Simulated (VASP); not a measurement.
Runs of VASP 6.6.1 on Sr. The structure is that of space group P6_3/mmc (No. 194), or close to it. The cells are those of the table. This isn't the form of Sr at room conditions, which is fcc.

| cell | gap on the mesh (eV) | pressure (GPa) |
| --- | --- | --- |
| a = 4.261, b = 4.261, c = 6.980 Å, angles 90.0, 90.0, 120.0°, 2 atoms | none | -1.3 |
| a = 4.048, b = 4.048, c = 6.630 Å, angles 90.0, 90.0, 120.0°, 2 atoms | none | (a) |
| a = 3.991, b = 3.991, c = 6.537 Å, angles 90.0, 90.0, 120.0°, 2 atoms | none | 1.2 |
| a = 4.157, b = 4.157, c = 6.809 Å, angles 90.0, 90.0, 120.0°, 2 atoms | none | (b) |
| a = 4.103, b = 4.103, c = 6.721 Å, angles 90.0, 90.0, 120.0°, 2 atoms | none | 0.0 |

Alike in all rows: task single point; level LDA; potentials or basis VASP PAW LDA potentials, release 64 (Sr_sv); no spin polarisation; k mesh 10 × 10 × 6; cutoff (eV) 520; smearing fermi-dirac 0.1 eV.

Question: Fill in the values left out.

Answer: (a) 0.5; (b) -0.5.

A k mesh can miss the band edges, and the runs leave out spin-orbit coupling on Sr.

A gap of «none» marks levels without a gap at the run's occupations.
